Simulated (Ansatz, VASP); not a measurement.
# Two plane-wave programs on SrO

```
Sr O
1.0
     0.00000    2.57989    2.57989
     2.57989    0.00000    2.57989
     2.57989    2.57989    0.00000
Sr O
1 1
Direct
  0.00000 0.00000 0.00000
  0.50000 0.50000 0.50000
```

Alike in both runs: task single point; functional PBE; k mesh 6 × 6 × 6; occupations methfessel-paxton of order 1, width 0.05 eV; no spin polarisation.

|  | VASP | Ansatz |
| --- | --- | --- |
| version | VASP 6.6.1 | Ansatz 0.2.0 |
| potentials or method | VASP PAW PBE potentials, release 64 (Sr_sv, O) | plane waves |
| plane-wave cutoff (eV) | 600 | 420 |
| valence electrons in the cell | 16 | 16 |

```csv
,VASP,Ansatz,Ansatz less VASP
gap on the k mesh at the Fermi level (eV),3.27,3.32,+0.046
pressure (GPa),2.3,1.8,-0.46
```
